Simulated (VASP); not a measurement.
Input of a VASP 6.6.1 run:

The input INCAR:

```
ALGO = Normal ; EDIFF = 1E-7
EDIFFG = -0.04 ; ENCUT = 600
GGA = PE ; IBRION = 2
ISIF = 3 ; ISMEAR = 0
LASPH = True ; LCHARG = False
LREAL = False ; LWAVE = False
NELM = 80 ; NSW = 90
PREC = Accurate ; SIGMA = 0.1
```

The input KPOINTS:

```
k-points
0
Gamma
  4 4 4
```

POSCAR

```
HfRe3
1.0
    3.9411952747      0.0000000000      0.0000000000
    0.0000000000      3.9411952747      0.0000000000
    0.0000000000      0.0000000000      3.9411952747
Hf Re
1 3
Direct
    0.0000000000      0.0000000000      0.0000000000
    0.0000000000      0.5000000000      0.5000000000
    0.5000000000      0.0000000000      0.5000000000
    0.5000000000      0.5000000000      0.0000000000
```

Potentials or basis: VASP PAW PBE potentials, release 64 (Hf_pv, Re).

Command:

```bash
$ cat potpaw_PBE.64/Hf_pv/POTCAR potpaw_PBE.64/Re/POTCAR > POTCAR
$ mpirun -np 1 vasp_std > vasp.out
```

(1) Predict the relaxed volume.

(2) What does it give for the space group after relaxing (to 0.05 Å)?

(3) Predict the relaxed cell.

## Answers

(1) 16.38 Å³/atom.

(2) Pm-3m (No. 221).

(3) a = 4.031 Å, b = 4.031 Å, c = 4.031 Å, α = 90.00°, β = 90.00°, γ = 90.00°.

Caveat: the k points lie up to 0.39 Å⁻¹ apart in the final cell.
